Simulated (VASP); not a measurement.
Wanted: the native input for a VASP 6.6.1 run.

```
Task                   : single point
Functional             : r2SCAN
Potentials or basis    : VASP PAW PBE potentials, release 64 (S, Mo_sv)
Cutoff                 : 520 eV
k mesh                 : 12 × 12 × 1
Occupations            : gaussian, width 0.02 eV
Spin                   : no spin polarisation
Dipole correction      : yes
Further INCAR settings : ALGO = Normal; EDIFF = 1e-06; NBANDS = 49
```

MoS2, a slab with vacuum:

```
S Mo
1.0
     3.15090    0.00000    0.00000
    -1.57545    2.72876    0.00000
     0.00000    0.00000   56.44272
S Mo
6 3
Direct
  0.33333 0.66667 0.36499
  0.33333 0.66667 0.42052
  0.66667 0.33333 0.47226
  0.66667 0.33333 0.52774
  0.33333 0.66667 0.57948
  0.33333 0.66667 0.63501
  0.66667 0.33333 0.39277
  0.33333 0.66667 0.50000
  0.66667 0.33333 0.60723
```

These files were run (other wordings do the same):

POSCAR

```
MoS2
1.0
    3.1509023687      0.0000000000      0.0000000000
   -1.5754511843      2.7287614961      0.0000000000
    0.0000000000      0.0000000000     56.4427220620
S Mo
6 3
Direct
    0.3333333333      0.6666666667      0.3649873716
    0.3333333333      0.6666666667      0.4205181369
    0.6666666667      0.3333333333      0.4722649671
    0.6666666667      0.3333333333      0.5277350329
    0.3333333333      0.6666666667      0.5794818631
    0.3333333333      0.6666666667      0.6350126284
    0.6666666667      0.3333333333      0.3927672632
    0.3333333333      0.6666666667      0.5000000000
    0.6666666667      0.3333333333      0.6072327368
```

INCAR.step1

```
SYSTEM = MoS2
PREC = Accurate ; ENCUT = 520
ISMEAR = 0 ; SIGMA = 0.02
LREAL = .FALSE. ; LASPH = .TRUE.
NELM = 100 ; LDIPOL = .TRUE.
IDIPOL = 3 ; DIPOL = 0.5 0.5 0.500
NBANDS = 49 ; GGA = PE
ALGO = Normal ; EDIFF = 1E-4
LWAVE = .TRUE. ; LCHARG = .FALSE.
```

INCAR.step2

```
SYSTEM = MoS2
PREC = Accurate ; ENCUT = 520
EDIFF = 1E-6 ; ISMEAR = 0
SIGMA = 0.02 ; LREAL = .FALSE.
LASPH = .TRUE. ; NELM = 100
ALGO = Normal ; ISIF = 2
LWAVE = .FALSE. ; LCHARG = .FALSE.
LDIPOL = .TRUE. ; IDIPOL = 3
DIPOL = 0.5 0.5 0.500 ; METAGGA = R2SCAN
LMIXTAU = .TRUE. ; NBANDS = 49
ISTART = 1
```

KPOINTS

```
regular mesh
0
G
  12 12 1
  0 0 0
```

Potentials or basis: VASP PAW PBE potentials, release 64 (S, Mo_sv).

Run with:

```sh
$ cat potpaw_PBE.64/S/POTCAR potpaw_PBE.64/Mo_sv/POTCAR > POTCAR
$ cp INCAR.step1 INCAR
$ mpirun -np 1 vasp_std > vasp.out
$ cp INCAR.step2 INCAR
$ mpirun -np 1 vasp_std > vasp.out
```

It gave:

* Largest force: 0.211 eV/Å
* Band gap on the k mesh: 1.13 eV, indirect (least direct gap 1.84 eV)

Caveat: the PAW data sets were made with another functional, which shifts forces and pressure a little.

It took 60 min on 1 thread of Intel(R) Xeon(R) Platinum 8259CL CPU @ 2.50GHz (Skylake/Cascade Lake), with other jobs on the host, peak memory 0.81 GiB.
